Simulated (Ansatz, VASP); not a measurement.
## Two plane-wave programs on C

```xyz
4
Lattice="1.2280 -2.1271 0.0000 1.2280 2.1271 0.0000 0.0000 0.0000 7.1733" Properties=species:S:1:pos:R:3 pbc="T T T"
C     1.2280    1.7724    5.4025
C     1.2280   -0.3547    1.7708
C     1.2280   -1.7724    1.7708
C     1.2280    0.3547    5.4025
```

Alike in both runs: task relaxation of cell and atoms; functional BLYP; dispersion D3(BJ); k mesh 12 × 12 × 4; occupations gaussian, width 0.15 eV; no spin polarisation.

|  | VASP | Ansatz |
| --- | --- | --- |
| version | VASP 6.6.1 | Ansatz 0.2.0 |
| potentials or method | VASP PAW PBE potentials, release 64 (C), cutoff 600 eV | plane waves, PAW |
| valence electrons in the cell | 16 | 16 |

VASP gave:

```
relaxed volume (Å³/atom)                                                      : 8.65
relaxed length of the cell vector where the two differ most in proportion (Å) : 6.550
```

Q: Estimate Ansatz's values.

A: Relaxed volume (Å³/atom): 8.68; relaxed length of the cell vector where the two differ most in proportion (Å): 6.572.

VASP's potentials were made for PBE, not for BLYP. Ansatz's warnings: stress scf threshold loose.
